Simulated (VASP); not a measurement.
Here is a VASP 6.6.1 calculation.

Contents of INCAR:

```
SYSTEM = Zr3H
PREC     = Accurate       ! precision mode
ENCUT    = 520            ! plane-wave cutoff, eV
EDIFF    = 1E-6           ! SCF threshold, eV
ISMEAR   = 0              ! smearing method
SIGMA    = 0.1            ! smearing width, eV
LREAL    = .False.        ! projectors in reciprocal space
LASPH    = .True.         ! aspherical terms in the spheres
NELM     = 60             ! most SCF steps
ALGO     = Normal         ! electronic algorithm
ISIF     = 2              ! what is computed and relaxed
LWAVE    = .False.        ! write WAVECAR
LCHARG   = .False.        ! write CHGCAR
GGA      = PE             ! functional
NBANDS   = 47             ! bands
```

The input KPOINTS:

```
regular mesh
0
Gamma
  10 10 2
  0 0 0
```

File POSCAR:

```
Zr3H
1.0
    1.6729484242     -2.7430382790      0.0000000000
    1.6729484242      2.7430382790      0.0000000000
    0.0000000000      0.0000000000     15.9357505891
Zr H
6 2
Direct
    0.7340690710      0.2659309290      0.0039166292
    0.2710206540      0.7289793460      0.8273082758
    0.6324784866      0.3675215134      0.6636539626
    0.2659309290      0.7340690710      0.5039166292
    0.7289793460      0.2710206540      0.3273082758
    0.3675215134      0.6324784866      0.1636539626
    0.6186524758      0.3813475242      0.8801489718
    0.3813475242      0.6186524758      0.3801489718
```

Potentials or basis: VASP PAW PBE potentials, release 64 (Zr_sv, H).

The run is started by

```console
$ cat potpaw_PBE.64/Zr_sv/POTCAR potpaw_PBE.64/H/POTCAR > POTCAR
$ mpirun -np 1 vasp_std > vasp.out
```

**Question.** What does it give for the largest force?

**Answer.** 0.004 eV/Å.

**Question.** What does it give for the pressure?

**Answer.** 0.0 GPa.

Forces in eV/Å, atoms in the order of the input:
```
Zr   0.000  0.000  0.003
Zr   0.000 -0.001 -0.004
Zr   0.000  0.001  0.001
Zr   0.000  0.000  0.003
Zr   0.000  0.001 -0.004
Zr   0.000 -0.001  0.001
H    0.000  0.001 -0.001
H    0.000 -0.001 -0.001
```
